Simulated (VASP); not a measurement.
Wanted: the native input for a VASP 6.6.1 run.

```
Task                   : single point
Functional             : PBEsol
Potentials or basis    : VASP PAW PBE potentials, release 64 (Tc_pv)
Cutoff                 : 520 eV
k mesh                 : 11 × 11 × 6
Occupations            : fermi-dirac, width 0.05 eV
Spin                   : no spin polarisation
Dipole correction      : no
Further INCAR settings : ALGO = Normal; EDIFF = 1e-07; NBANDS = 20
```

The structure of Tc lies in POSCAR:

```
Tc
1.0
    2.7155905718      0.0000000000      0.0000000000
   -1.3577952859      2.3517704214      0.0000000000
    0.0000000000      0.0000000000      4.3578877641
Tc
2
Direct
    0.6666666667      0.3333333333      0.7500000000
    0.3333333333      0.6666666667      0.2500000000
```

These files were run (other wordings do the same):

INCAR

```
PREC = Accurate
ENCUT = 520
EDIFF = 1E-7
ISMEAR = -1
SIGMA = 0.05
LREAL = F
LASPH = T
NELM = 100
ALGO = Normal
ISIF = 2
LWAVE = F
LCHARG = F
GGA = PS
NBANDS = 20
```

KPOINTS

```
regular mesh
0
Gamma
  11 11 6
```

Potentials or basis: VASP PAW PBE potentials, release 64 (Tc_pv).

Command:

```sh
$ cat potpaw_PBE.64/Tc_pv/POTCAR > POTCAR
$ mpirun -np 1 vasp_std > vasp.out
```

It gave:

| Quantity | Value |
| --- | --- |
| Pressure | 1.3 GPa |
| Band gap on the k mesh | zero (band 13 reaches 14.48 eV, above the bottom of band 14 at 11.23 eV) |

Caveat: the PAW data sets were made with another functional, which shifts forces and pressure a little.

It took 18 s on 1 thread of Intel Xeon 6975P-C (shared host), peak memory 0.15 GiB.
